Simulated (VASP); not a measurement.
A run of VASP 6.6.1:

Contents of INCAR:

```
SYSTEM = HfB
  PREC = Accurate
  ENCUT = 520
  EDIFF = 1E-6
  ISMEAR = 0
  SIGMA = 0.022
  LREAL = .False.
  LASPH = .True.
  NELM = 100
  ALGO = Normal
  ISIF = 2
  LWAVE = .False.
  LCHARG = .False.
  GGA = PE
  NBANDS = 14
```

The input KPOINTS:

```
Automatic mesh
0
Gamma
  10 10 10
  0 0 0
```

Contents of POSCAR:

```
HfB
1.0
    0.0000000000      2.3100000000      2.3100000000
    2.3100000000      0.0000000000      2.3100000000
    2.3100000000      2.3100000000      0.0000000000
Hf B
1 1
Direct
    0.5000000000      0.5000000000      0.5000000000
    0.0000000000      0.0000000000      0.0000000000
```

Potentials or basis: VASP PAW PBE potentials, release 64 (Hf_pv, B).

The run is started by

```sh
$ cat potpaw_PBE.64/Hf_pv/POTCAR potpaw_PBE.64/B/POTCAR > POTCAR
$ mpirun -np 1 vasp_std > vasp.out
```

Hardware: 1 thread of Intel Xeon 8259CL (shared host).

How long does it take, and how much memory?

Wall time 16 s on 1 thread of Intel Xeon 8259CL, on a shared host, peak memory 0.15 GiB. Counts: scf iterations 11, k points 47.
